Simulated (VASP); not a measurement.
GaP: single point with LDA

Crystal: GaP.

```
CELL_PARAMETERS angstrom
0.00000 2.72525 2.77976
2.72525 0.00000 2.77976
2.72525 2.72525 0.00000
ATOMIC_POSITIONS crystal
Ga 0.00000 0.00000 0.00000
P 0.75000 0.75000 0.75000
```

This cell differs from its parent crystal: zz strain of +2 %.

```yaml
Program: VASP 6.6.1
Task: single point
Functional: LDA
Potentials_or_basis: VASP PAW LDA potentials, release 64 (Ga_d, P)
Cutoff: 520 eV
k_mesh: 10 × 10 × 10
Occupations: fermi-dirac, width 0.05 eV
Spin: no spin polarisation
```

The pressure is -4.1 GPa and the band gap on the k mesh is 1.39 eV, indirect (least direct gap 1.43 eV).

Stress tensor (GPa, compression positive):
```
-3.62  0.00  0.00
 0.00 -3.62  0.00
 0.00  0.00 -5.20
```

Levels at points of the mesh, in eV from the valence-band top:
| k point | band 7 | band 8 | band 9 | band 10 | band 11 | band 12 |
| --- | --- | --- | --- | --- | --- | --- |
| (0.00, 0.00, 0.00) | -0.11 | 0.00 | 0.00 | 1.43 | 3.75 | 3.75 |
| (0.50, 0.00, 0.00) | -6.63 | -1.22 | -1.06 | 1.41 | 4.53 | 4.67 |
| (0.50, 0.50, 0.00) | -6.87 | -2.59 | -2.59 | 1.59 | 1.79 | 10.27 |
| (0.50, 0.00, 0.50) | -6.74 | -2.73 | -2.71 | 1.45 | 1.60 | 10.23 |

It took 79 s on 1 thread of Intel(R) Xeon(R) Platinum 8375C CPU @ 2.90GHz (Ice Lake) (shared host), peak memory 0.19 GiB.

Caveat: the cell differs from its parent crystal (zz strain of +2 %). A k mesh can miss the band edges.
